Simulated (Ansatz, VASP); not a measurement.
## B3N2 in VASP and in Ansatz

The input INCAR:

```
SYSTEM = B3N2
ALGO = Normal
EDIFF = 1E-7
EDIFFG = -0.01
ENCUT = 600
GGA = PE
IBRION = 2
ISIF = 3
ISMEAR = 0
LASPH = .True.
LCHARG = .False.
LREAL = .False.
LWAVE = .False.
NELM = 80
NSW = 100
PREC = Accurate
SIGMA = 0.1
```

KPOINTS

```
k-points
0
Gamma
  12 12 8
  0 0 0
```

The input POSCAR:

```
B3N2
1.0
    3.7027617562      0.0000000000      0.0000000000
   -1.8513808781      3.2066857450      0.0000000000
    0.0000000000      0.0000000000      4.4300446060
B N
3 2
Direct
    0.5162161658      0.4837838342      0.9481813290
    0.5162161658      0.0324323316      0.9481813290
    0.9675676684      0.4837838342      0.9481813290
    0.3333333333      0.6666666667      0.1393747855
    0.0000000000      0.0000000000      0.7920027675
```

Input for Ansatz:

```yaml
crystal:
  lattice:
    - [3.7027617562, 0.0, 0.0]
    - [-1.8513808781, 3.206685745, 0.0]
    - [0.0, 0.0, 4.430044606]
  atoms:
    - { symbol: B, position: [0.5162161658, 0.4837838342, 0.948181329] }
    - { symbol: B, position: [0.5162161658, 0.0324323316, 0.948181329] }
    - { symbol: B, position: [0.9675676684, 0.4837838342, 0.948181329] }
    - { symbol: "N", position: [0.3333333333, 0.6666666667, 0.1393747855] }
    - { symbol: "N", position: [0.0, 0.0, 0.7920027675] }
basis:
  ecutwfc: 420
kpoints:
  mp_grid: { grid: [12, 12, 8] }
hamiltonian:
  xc: pbe
scf:
  occupations: { method: gaussian, width: 0.1 }
output:
  forces: true
  stress: true
  eigenvalues: true
relax:
  adjacent_minimum: "off"
  f_tol: 0.01
  max_steps: 80
  cell: { stress_tol: 0.05 }
```

Alike in both runs: task relaxation of cell and atoms; functional PBE; k mesh 12 × 12 × 8; occupations gaussian, width 0.1 eV; no spin polarisation.

|  | VASP | Ansatz |
| --- | --- | --- |
| version | VASP 6.6.1 | Ansatz 0.2.0 |
| potentials or method | VASP PAW PBE potentials, release 64 (B, N), cutoff 600 eV | scalar-relativistic, plane waves, PAW |
| valence electrons in the cell | 19 | 19 |

VASP gave:

```
gap on the k mesh at the Fermi level, each at its own relaxed structure (eV) : none
relaxed volume (Å³/atom)                                                     : 10.40
relaxed cell length with the largest relative difference (Å)                 : 4.712
```

**Question.** Estimate Ansatz's values.

**Answer.** gap on the k mesh at the Fermi level, each at its own relaxed structure (eV): none; relaxed volume (Å³/atom): 11.02; relaxed cell length with the largest relative difference (Å): 4.991.

A gap of «none» marks a metal or a gap that the smearing closes. One of these differences is far larger than is usual between the two programs; its cause wasn't traced.
